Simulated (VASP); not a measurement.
Runs of VASP 6.6.1 on SiO2 (Cristobalite). The structure is tetragonal, space group P4_12_12 (No. 92). Conventional cell: a = 4.982 Å, b = 4.982 Å, c = 6.963 Å, α = 90.00°, β = 90.00°, γ = 90.00°. Si (site symmetry 2) has 4 O at 1.60 to 1.61 Å within 2.1 Å. Within 2.1 Å of O (site symmetry 1) lie 2 Si at 1.60 to 1.61 Å. 

```csv
task,level,gap on the mesh (eV),pressure (GPa),largest force (eV/Å)
electric field gradients,PBE,5.76,6.4,0.41
electric field gradients,r2SCAN,(b),-3.5,0.29
single point,PBE,(a),1.2,0.03
electric field gradients,PBEsol,5.71,4.5,0.32
```

Alike in all rows: potentials or basis VASP PAW PBE potentials, release 64 (Si, O); no spin polarisation; cell as given; k mesh 5 × 5 × 4; cutoff (eV) 520; smearing fermi-dirac 0.02 eV.

Question: Estimate the missing entries.

Answer: (a) 5.61; (b) 6.25.

Caveats: the PAW data sets were made with another functional, which shifts forces and pressure a little (some runs).

A k mesh can miss the band edges.
